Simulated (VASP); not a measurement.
Input of a VASP 6.6.1 run:

File INCAR:

```
PREC = Accurate ; ENCUT = 600
EDIFF = 1E-6 ; ISMEAR = -1
SIGMA = 0.1 ; LREAL = False
LASPH = True ; NELM = 120
ALGO = Normal ; ISIF = 2
LWAVE = False ; LCHARG = True
GGA = PE ; LELF = True
LVHAR = True ; NBANDS = 16
GGA_COMPAT = False
```

File KPOINTS:

```
Automatic mesh
0
Gamma
  11 11 10
```

Contents of POSCAR:

```
WC
1.0
    2.9065000000      0.0000000000      0.0000000000
   -1.4532500000      2.5171028361      0.0000000000
    0.0000000000      0.0000000000      2.8366000000
W C
1 1
Direct
    0.0000000000      0.0000000000      0.0000000000
    0.6666666667      0.3333333333      0.5000000000
```

Potentials or basis: VASP PAW PBE potentials, release 64 (W_sv, C).

Run with:

```console
$ cat potpaw_PBE.64/W_sv/POTCAR potpaw_PBE.64/C/POTCAR > POTCAR
$ mpirun -np 1 vasp_std > vasp.out
```

(1) Estimate the band gap on the k mesh.

(2) Predict the pressure.

Results:

(1) zero (bands 9 and 10 overlap by 1.23 eV).

(2) 6.7 GPa.

Caveat: the cell stands under pressure; spin-orbit coupling is left out, which moves the levels of the heavy elements.
